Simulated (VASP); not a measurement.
Ni: single point with LDA

Crystal: Ni.

```
CELL_PARAMETERS angstrom
0.00000 -1.79350 -1.79350
-3.58700 -1.79350 -1.79350
0.00000 1.79350 -1.79350
ATOMIC_POSITIONS crystal
Ni 0.00000 0.00000 0.00000
Ni 0.00000 0.50000 0.50000
```

```json
{
 "Program": "VASP 6.6.1",
 "Task": "single point",
 "Functional": "LDA",
 "Potentials or basis": "VASP PAW LDA potentials, release 64 (Ni)",
 "Cutoff": "520 eV",
 "k mesh": "11 × 7 × 9",
 "Occupations": "fermi-dirac, width 0.05 eV",
 "Spin": "collinear spin, antiferromagnetic start",
 "Starting moments": "[2.0, -2.0] μB"
}
```

The pressure is -25.9 GPa. The band gap on the k mesh is zero (filled and empty bands overlap). The net moment is 0.00 μB per cell and the valence electrons inside the program's atomic spheres are Ni 9.22.

Stress tensor (GPa, compression positive):
```
-25.94  -0.04  -0.04
 -0.04 -25.91   0.13
 -0.04   0.13 -25.91
```

Levels at points of the mesh, in eV from the Fermi level:
Spin up:
| k point | band 8 | band 9 | band 10 | band 11 | band 12 | band 13 |
| --- | --- | --- | --- | --- | --- | --- |
| (0.00, 0.00, 0.00) | -0.67 | -0.01 | 0.15 | 0.15 | 2.62 | 9.07 |
Spin down:
| k point | band 7 | band 8 | band 9 | band 10 | band 11 | band 12 | band 13 | band 14 |
| --- | --- | --- | --- | --- | --- | --- | --- | --- |
| (0.00, 0.00, 0.00) | -0.68 | -0.67 | -0.01 | 0.15 | 0.15 | 2.62 | 9.07 | 14.44 |

Wall time 4.2 min on 1 thread of Oxide Virtual Turin-like Processor, with other jobs on the host, peak memory 0.29 GiB.

Caveat: the cell stands under tension; the moments typed at the start vanished in this run.
